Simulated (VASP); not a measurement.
**Be: single point with r2SCAN**

Crystal: Be.

```
Be
1.0
     2.15779    0.00000    0.00000
    -1.07889    1.86870    0.00000
     0.00000    0.00000    3.42211
Be
2
Direct
  0.33333 0.66667 0.25000
  0.66667 0.33333 0.75000
```

```
Program             : VASP 6.6.1
Task                : single point
Functional          : r2SCAN
Potentials or basis : VASP PAW PBE potentials, release 64 (Be)
Cutoff              : 520 eV
k mesh              : 21 × 21 × 12
Occupations         : fermi-dirac, width 0.1 eV
Spin                : no spin polarisation
```

```yaml
Pressure: 21.5 GPa
Band_gap_on_the_k_mesh: zero (bands 2 and 3 overlap by 2.37 eV)
```

Stress tensor (GPa, compression positive):
```
21.45  0.00  0.00
 0.00 21.45  0.00
 0.00  0.00 21.57
```

Levels at points of the mesh, in eV from the Fermi level:
| k point | band 1 | band 2 | band 3 | band 4 | band 5 | band 6 | band 7 |
| --- | --- | --- | --- | --- | --- | --- | --- |
| (0.00, 0.00, 0.00) | -13.09 | -5.42 | 1.38 | 19.31 | 19.31 | 22.58 | 22.58 |
| (0.00, 0.00, 0.50) | -10.66 | -10.66 | 12.33 | 12.33 | 21.29 | 21.29 | 21.29 |

It took 46 s on 1 thread of Intel(R) Xeon(R) 6975P-C (Granite Rapids), on a shared host, peak memory 0.14 GiB.

Caveat: the cell stands under pressure; the PAW data sets were made with another functional, which shifts forces and pressure a little.
